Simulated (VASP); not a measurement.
# BaH (I4/mmm) in VASP: relaxation of cell and atoms with PBE

Aim: the relaxation of cell and atoms of BaH with PBE.

Program: VASP 6.6.1. These are calculated values, not measurements. Logs are shortened: lines on timing, memory, paths and dates and some standing lists are left out, and cuts for length are marked.

### Step 1. The cell of the first run

The structure is tetragonal, space group I4/mmm (No. 139). The conventional cell has a = 4.106 Å, b = 4.106 Å, c = 5.738 Å, α = 90.00°, β = 90.00°, γ = 90.00°. Within 3.8 Å of Ba (site symmetry 4/mmm) lie 6 H at 2.87 to 2.90 Å. H (site symmetry 4/mmm) has 6 Ba at 2.87 to 2.90 Å within 3.8 Å.

The cell was built from a structure type or drawn by symmetry, and may not be a known phase.

### Step 2. Relaxation of cell and atoms, PBE

The input, INCAR:

```
  ALGO = Normal
  EDIFF = 1E-7
  EDIFFG = -0.01
  ENCUT = 910
  GGA = PE
  GGA_COMPAT = F
  IBRION = 2
  ISIF = 3
  ISMEAR = 0
  LASPH = T
  LCHARG = F
  LREAL = F
  LWAVE = F
  NELM = 120
  NELMIN = 4
  NSW = 100
  PREC = Accurate
  SIGMA = 0.1
```

The input, KPOINTS:

```
k-points
0
Gamma
  20 20 20
```

The input, POSCAR:

```
BaH
1.0
   -2.0530091256      2.0530091256      2.8688571971
    2.0530091256     -2.0530091256      2.8688571971
    2.0530091256      2.0530091256     -2.8688571971
Ba H
1 1
Direct
    0.0000000000      0.0000000000      0.0000000000
    0.5000000000      0.5000000000      0.0000000000
```

Potentials or basis: VASP PAW PBE potentials, release 64 (Ba_sv, H_h).

Launch:

```sh
$ cat potpaw_PBE.64/Ba_sv/POTCAR potpaw_PBE.64/H_h/POTCAR > POTCAR
$ mpirun -np 1 vasp_std > vasp.out
```

OUTCAR:

```text
EDIFF = 1E-7
   EDIFFG = -0.01
   ENCUT = 910
   GGA = PE
   IBRION = 2
   ISIF = 3
   ISMEAR = 0
   LASPH = T
   LREAL = F
   NELM = 120
   NELMIN = 4
   NSW = 100
   PREC = Accurate

 ion  position               nearest neighbor table
   1  0.000  0.000  0.000-
   2  0.500  0.500  0.000-

  LATTYP: Found a body centered tetragonal cell.
 ALAT       =     4.1060182512
 C/A-ratio  =     1.3973913517

  Lattice vectors:

 A1 = (  -2.0530091256,   2.0530091256,   2.8688571971)
 A2 = (   2.0530091256,  -2.0530091256,   2.8688571971)
 A3 = (   2.0530091256,   2.0530091256,  -2.8688571971)

Analysis of symmetry for initial positions (statically):
=====================================================================
 Subroutine PRICEL returns:
 Original cell was already a primitive cell.

 Routine SETGRP: Setting up the symmetry group for a
 body centered tetragonal supercell.

 Subroutine GETGRP returns: Found 16 space group operations
 (whereof 16 operations were pure point group operations)
 out of a pool of 16 trial point group operations.

The static configuration has the point symmetry D_4h.

Analysis of symmetry for dynamics (positions and initial velocities):
=====================================================================
 Subroutine PRICEL returns:
 Original cell was already a primitive cell.

 Routine SETGRP: Setting up the symmetry group for a
 body centered tetragonal supercell.

 Subroutine GETGRP returns: Found 16 space group operations
 (whereof 16 operations were pure point group operations)
 out of a pool of 16 trial point group operations.

The dynamic configuration has the point symmetry D_4h.

 Subroutine INISYM returns: Found 16 space group operations
 (whereof 16 operations are pure point group operations),
 and found     1 'primitive' translations

----------------------------------------------------------------------------------------

                                     Primitive cell

  volume of cell :      48.3672

  direct lattice vectors                    reciprocal lattice vectors
    -2.053009126  2.053009126  2.868857197     0.000000000  0.243544948  0.174285426
     2.053009126 -2.053009126  2.868857197     0.243544948  0.000000000  0.174285426
     2.053009126  2.053009126 -2.868857197     0.243544948  0.243544948  0.000000000

  length of vectors
     4.081670560  4.081670560  4.081670560     0.299482139  0.299482139  0.344424568

  position of ions in fractional coordinates (direct lattice)
     0.000000000  0.000000000  0.000000000
     0.500000000  0.500000000  0.000000000

  ion indices of the primitive-cell ions
   primitive index   ion index
                 1           1
                 2           2

----------------------------------------------------------------------------------------

 KPOINTS: k-points

Automatic generation of k-mesh.
 Grid dimensions read from file:
 generate k-points for:   20   20   20

 Generating k-lattice:

  Cartesian coordinates                     Fractional coordinates (reciprocal lattice)
     0.000000000  0.012177247  0.008714271     0.050000000 -0.000000000  0.000000000
     0.012177247  0.000000000  0.008714271    -0.000000000  0.050000000  0.000000000
     0.012177247  0.012177247  0.000000000     0.000000000  0.000000000  0.050000000

  Length of vectors
     0.014974107  0.014974107  0.017221228

  Shift w.r.t. Gamma in fractional coordinates (k-lattice)
     0.000000000  0.000000000  0.000000000

 Subroutine IBZKPT returns following result:
 ===========================================

 Found    641 irreducible k-points:

 Following reciprocal coordinates:
            Coordinates               Weight
  0.000000  0.000000  0.000000      1.000000
  0.050000 -0.000000  0.000000      8.000000
  0.100000 -0.000000  0.000000      8.000000
  0.150000  0.000000 -0.000000      8.000000
  0.200000 -0.000000  0.000000      8.000000
  0.250000  0.000000 -0.000000      8.000000
[... 16 lines left out ...]
 -0.400000  0.050000  0.000000     16.000000
 -0.350000  0.050000  0.000000     16.000000
 [... further k-points ...]
   k-points           NKPTS =    641   k-points in BZ     NKDIM =    641   number of bands    NBANDS=      9
   number of dos      NEDOS =    301   number of ions     NIONS =      2
   total plane-waves  NPLWV =  64000
   dimension x,y,z NGX =    40 NGY =   40 NGZ =   40
   dimension x,y,z NGXF=    80 NGYF=   80 NGZF=   80
   ions per type =               1   1
   NGX,Y,Z   is equivalent  to a cutoff of  16.29, 16.29, 16.29 a.u.
   NGXF,Y,Z  is equivalent  to a cutoff of  32.58, 32.58, 32.58 a.u.
 SYSTEM =  unknown system
   PREC   = accura    normal or accurate (medium, high low for compatibility)
   ISTART =      0    job   : 0-new  1-cont  2-samecut
   ICHARG =      2    charge: 1-file 2-atom 10-const
   ISPIN  =      1    spin polarized calculation?
   LNONCOLLINEAR =      F non collinear calculations
   LSORBIT =      F    spin-orbit coupling
   LASPH  =      T    aspherical Exc in radial PAW
   ENCUT  =  910.0 eV  66.88 Ry    8.18 a.u.  10.04 10.04 10.04*2*pi/ulx,y,z
   NELM   =    120;   NELMIN=  4; NELMDL= -5     # of ELM steps
   EDIFF  = 0.1E-06   stopping-criterion for ELM
   LREAL  =      F    real-space projection
   EDIFFG = -.1E-01   stopping-criterion for IOM
   NSW    =    100    number of steps for IOM
   IBRION =      2    ionic relax: 0-MD 1-quasi-New 2-CG
   NFREE  =      1    steps in history (QN), initial steepest desc. (CG)
   ISIF   =      3    stress and relaxation
   ISYM   =      2    0-nonsym 1-usesym 2-fastsym
   POTIM  = 0.5000    time-step for ionic-motion
   TEBEG  =    0.0;   TEEND  =   0.0 temperature during run
   PSTRESS=    0.0 pullay stress
   NELECT =      11.0000    total number of electrons
   NUPDOWN=      -1.0000    fix difference up-down
   EMIN   =  10.00;   EMAX   =-10.00  energy-range for DOS
   EFERMI =   0.00;   METHOD = LEGACY
   ISMEAR =     0;   SIGMA  =   0.10  broadening in eV -4-tet -1-fermi 0-gaus
   EFERMI_NEDOS =   21; number of points for ismear=-14 and -15
   IALGO  =     38    algorithm
   IMIX   =      4    mixing-type and parameters
     AMIX     =   0.40;   BMIX     =  1.00
     AMIX_MAG =   1.60;   BMIX_MAG =  1.00
  volume/ion in A,a.u.               =      24.18       163.20
  Fermi-wavevector in a.u.,A,eV,Ry     =   0.999284  1.888373 13.586343  0.998568
  Thomas-Fermi vector in A             =   2.131564
   LORBIT       =      0    0 simple, 1 ext, 2 COOP (PROOUT), +10 PAW based schemes
   GGA     = PE    functional components
   LHFCALC =     F    Hartree Fock is set to
   AEXX    =    0.0000 exact exchange contribution
   IVDW    =     0    specifies the selected vdW correction
   LEPSILON=     F    determine dielectric tensor
   LRPA    =     F    only Hartree local field effects (RPA)
 conjugate gradient relaxation of ions
 non-spin polarized calculation
 Gauss-broadening in eV      SIGMA  =   0.10
  energy-cutoff  :      910.00
  volume of cell :       48.37
 maximum number of plane-waves:      3038
   NGX = 21   NGY = 21   NGZ = 21

--------------------------------------- Ionic step        1  -------------------------------------------

 number of electron      11.0000000 magnetization

 Free energy of the ion-electron system (eV)
  ---------------------------------------------------
  ext. energy  EPLUGINS =         0.00000000
  ---------------------------------------------------
  free energy    TOTEN  =        -5.78491517 eV

  energy without entropy =       -5.77281694  energy(sigma->0) =       -5.77886605

------------------------ aborting loop because EDIFF is reached ----------------------------------------

  FORCE on cell =-STRESS in cart. coord.  units (eV):
  Direction    XX          YY          ZZ          XY          YZ          ZX
  --------------------------------------------------------------------------------------
  -------------------------------------------------------------------------------------
  Total        0.1802834      0.1802834      0.2792011      0.0000000      0.0000000      0.0000000
  in kB        5.9719444      5.9719444      9.2486228      0.0000000      0.0000000      0.0000000
  external PRESSURE =       7.0641705 kB  Pullay stress =       0.0000000 kB

 VOLUME and BASIS-vectors are now :
 -----------------------------------------------------------------------------
  energy-cutoff  :      910.00
  volume of cell :       48.37
      direct lattice vectors                 reciprocal lattice vectors
    -2.053009126  2.053009126  2.868857197     0.000000000  0.243544948  0.174285426
     2.053009126 -2.053009126  2.868857197     0.243544948  0.000000000  0.174285426
     2.053009126  2.053009126 -2.868857197     0.243544948  0.243544948  0.000000000
[... 145 lines left out ...]
 POSITION                                       TOTAL-FORCE (eV/Angst)
 -----------------------------------------------------------------------------------
      4.13930      0.00000      0.00000         0.000000     -0.000000      0.000000
      0.00000      0.00000      2.91020        -0.000000      0.000000     -0.000000
 -----------------------------------------------------------------------------------
    total drift:                                0.000000     -0.000000      0.000000

  FREE ENERGIE OF THE ION-ELECTRON SYSTEM (eV)
  ---------------------------------------------------
  free  energy   TOTEN  =        -5.7883633831 eV

  energy  without entropy=       -5.7761017929  energy(sigma->0) =       -5.78223259

--------------------------------------- Ionic step        6  -------------------------------------------

 number of electron      11.0000000 magnetization

 Free energy of the ion-electron system (eV)
  ---------------------------------------------------
  ext. energy  EPLUGINS =         0.00000000
  ---------------------------------------------------
  free energy    TOTEN  =        -5.78843779 eV

  energy without entropy =       -5.77617159  energy(sigma->0) =       -5.78230469

 E-fermi :   2.8577     XC(G=0):  -8.5328

 val. band max:        2.8568966924   @ k =  -0.3000  -0.3000   0.0500
 cond. band min:       2.8578185124   @ k =   0.3000   0.2000   0.1000
 fundamental gap:      0.0009218201
 Fermi energy:         2.8577054556

 k-point     1 :       0.0000    0.0000    0.0000
  band No.  band energies     occupation
      1     -25.7625      2.00000
      2     -10.5196      2.00000
      3     -10.5196      2.00000
      4     -10.5193      2.00000
      5      -2.2794      2.00000
      6       4.7844      0.00000
      7       4.7844      0.00000
      8       4.7920      0.00000
      9       6.7369      0.00000

 k-point     2 :       0.0500   -0.0000    0.0000
  band No.  band energies     occupation
      1     -25.7598      2.00000
      2     -10.5483      2.00000
      3     -10.5225      2.00000
      4     -10.5223      2.00000
      5      -2.2289      2.00000
      6       4.7076      0.00000
      7       4.8126      0.00000
      8       4.8178      0.00000
      9       6.6493      0.00000
[... 253 lines left out ...]
 k-point    24 :      -0.3500    0.0500    0.0000
  band No.  band energies     occupation
      1     -25.6769      2.00000
      2     -11.3032      2.00000
      3     -10.6249      2.00000
      4     -10.6121      2.00000
      5      -0.6901      2.00000
      6       2.5339      2.00000
      7       4.5481      0.00000
      8       4.7330      0.00000
      9       6.6694      0.00000

 [... further k-points ...]

------------------------ aborting loop because EDIFF is reached ----------------------------------------

  FORCE on cell =-STRESS in cart. coord.  units (eV):
  Direction    XX          YY          ZZ          XY          YZ          ZX
  --------------------------------------------------------------------------------------
  -------------------------------------------------------------------------------------
  Total       -0.0020034     -0.0020034      0.0048009      0.0000000      0.0000000      0.0000000
  in kB       -0.0644163     -0.0644163      0.1543645      0.0000000      0.0000000      0.0000000
  external PRESSURE =       0.0085106 kB  Pullay stress =       0.0000000 kB

 VOLUME and BASIS-vectors are now :
 -----------------------------------------------------------------------------
  energy-cutoff  :      910.00
  volume of cell :       49.83
      direct lattice vectors                 reciprocal lattice vectors
    -2.066051095  2.066051095  2.918387947     0.000000000  0.242007568  0.171327462
     2.066051095 -2.066051095  2.918387947     0.242007568  0.000000000  0.171327462
     2.066051095  2.066051095 -2.918387947     0.242007568  0.242007568  0.000000000

 POSITION                                       TOTAL-FORCE (eV/Angst)
 -----------------------------------------------------------------------------------
     -0.00000      0.00000      0.00000        -0.000000      0.000000     -0.000000
      0.00000      0.00000      2.91839         0.000000     -0.000000      0.000000
 -----------------------------------------------------------------------------------
    total drift:                               -0.000000     -0.000000      0.000000

  FREE ENERGIE OF THE ION-ELECTRON SYSTEM (eV)
  ---------------------------------------------------
  free  energy   TOTEN  =        -5.7884377920 eV

  energy  without entropy=       -5.7761715861  energy(sigma->0) =       -5.78230469

 reached required accuracy - stopping structural energy minimisation
```

Run time: 32 min. Hardware: 1 thread of Intel Xeon Platinum 8488C (Sapphire Rapids), shared host; peak memory 0.9 GiB.

Results:

| Item | Value |
| --- | --- |
| Free energy | -5.7884 eV |
| Relaxed volume | 24.91 Å³/atom |
| Relaxed cell | a = 4.130 Å, b = 4.130 Å, c = 4.130 Å, α = 119.96°, β = 119.96°, γ = 90.07° |
| Space group after relaxing (to 0.1 Å) | Fm-3m (No. 225) |
| Energy gained by relaxing | 1.8 meV/atom |
| Ionic steps | 6 |
| Pressure after relaxing | 0.0 GPa |
| Band gap on the k mesh | zero (an odd number of electrons rules out a gap without spin polarisation) |

The path:
```tsv
step	energy change (eV)	largest force (eV/Å)	pressure (GPa)	volume (Å³)
1	0.0000	0.0000	0.71	48.37
2	-0.0026	0.0000	0.33	49.12
3	-0.0034	0.0000	-0.03	49.91
4	-0.0034	0.0000	-0.01	49.87
5	-0.0034	0.0000	-0.01	49.86
6	-0.0035	0.0000	0.00	49.83
```

Final structure:
```
CELL_PARAMETERS angstrom
-2.06605 2.06605 2.91839
2.06605 -2.06605 2.91839
2.06605 2.06605 -2.91839
ATOMIC_POSITIONS crystal
Ba 0.00000 0.00000 0.00000
H 0.50000 0.50000 0.00000
```

Levels at points of the mesh, in eV from the Fermi level:
| k point | band 1 | band 2 | band 3 | band 4 | band 5 | band 6 | band 7 | band 8 | band 9 |
| --- | --- | --- | --- | --- | --- | --- | --- | --- | --- |
| (0.00, 0.00, 0.00) | -28.62 | -13.38 | -13.38 | -13.38 | -5.14 | 1.93 | 1.93 | 1.93 | 3.88 |
| (0.50, 0.00, 0.00) | -28.51 | -14.39 | -13.50 | -13.49 | -2.81 | -1.24 | 1.53 | 1.53 | 4.93 |
| (0.50, 0.50, 0.00) | -28.47 | -14.27 | -13.71 | -13.71 | -4.47 | -0.51 | 2.96 | 5.58 | 6.02 |
| (0.50, 0.50, 0.50) | -28.47 | -14.27 | -13.72 | -13.72 | -4.47 | -0.52 | 2.98 | 5.58 | 6.02 |

Caveat: spin-orbit coupling is left out, which moves the levels of the heavy elements.
